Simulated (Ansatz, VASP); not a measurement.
# Ta: VASP beside Ansatz

```
Ta
1.0
    -1.64026    1.64026    1.64026
     1.64026   -1.64026    1.64026
     3.28052    3.28052    0.00000
Ta
2
Direct
  0.01372 0.01372 0.00000
  0.48628 0.48628 0.50000
```

Change from the starting cell: mode 6 (147.1 1/cm) frozen in, largest displacement +0.045 Å.

Alike in both runs: task single point; functional PBEsol; k mesh 22 × 22 × 14; occupations gaussian, width 0.15 eV; no spin polarisation.

|  | VASP | Ansatz |
| --- | --- | --- |
| version | VASP 6.6.1 | Ansatz 0.2.0 |
| potentials or method | VASP PAW PBE potentials, release 64 (Ta_pv), cutoff 520 eV | scalar-relativistic, plane waves, PAW |
| valence electrons in the cell | 22 | 26 |

VASP gave:

| Property | Result |
| --- | --- |
| gap on the k mesh at the Fermi level (eV) | none |
| pressure (GPa) | 0.6 |
| traceless stress, the component that is largest in VASP (GPa) | 0.30 |
| rms of the force components (eV/Å) | 0.365 |

Which values does Ansatz return?

gap on the k mesh at the Fermi level (eV): none; pressure (GPa): 0.4; traceless stress, the component that is largest in VASP (GPa): 0.30; rms of the force components (eV/Å): 0.364.

VASP's potentials were made for PBE, not for PBEsol. Atom by atom the forces differ by 0.000 eV/Å (rms over components). A gap of «none» marks a metal or a gap that the smearing closes. VASP's potentials hold 22 valence electrons a cell and Ansatz's 26, so a difference there can come from the potentials and not from the codes.

Spin-orbit coupling is off throughout.
